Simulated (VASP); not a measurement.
Wanted: the native input for a VASP 6.6.1 run.

```
Task                   : single point
Functional             : PBEsol
Potentials or basis    : VASP PAW PBE potentials, release 64 (S)
Cutoff                 : 520 eV
k mesh                 : 20 × 20 × 20
Occupations            : gaussian, width 0.15 eV
Spin                   : no spin polarisation
Dipole correction      : no
Further INCAR settings : ALGO = Normal; EDIFF = 1e-06; NBANDS = 9
```

The structure of S lies in POSCAR:

```
S
1.0
    0.0000000000      1.9943503440      1.9943503440
    1.9943503440      0.0000000000      1.9943503440
    1.9943503440      1.9943503440      0.0000000000
S
1
Direct
    0.0000000000      0.0000000000      0.0000000000
```

One way to write it, as run:

INCAR

```
  PREC = Accurate
  ENCUT = 520
  EDIFF = 1E-6
  ISMEAR = 0
  SIGMA = 0.15
  LREAL = False
  LASPH = True
  NELM = 60
  ALGO = Normal
  ISIF = 2
  LWAVE = False
  LCHARG = False
  GGA = PS
  NBANDS = 9
```

KPOINTS

```
regular mesh
0
Gamma
  20 20 20
```

Potentials or basis: VASP PAW PBE potentials, release 64 (S).

Run with:

```sh
$ cat potpaw_PBE.64/S/POTCAR > POTCAR
$ mpirun -np 1 vasp_std > vasp.out
```

Results of the run:

| Property | Result |
| --- | --- |
| Pressure | -5.2 GPa |
| Band gap on the k mesh | zero (band 3 reaches 10.58 eV, above the bottom of band 4 at 4.81 eV) |

Caveat: the PAW data sets were made with another functional, which shifts forces and pressure a little.

It took 7.8 s on 1 thread of Intel(R) Xeon(R) 6975P-C (Granite Rapids), on a shared host, peak memory 0.15 GiB.
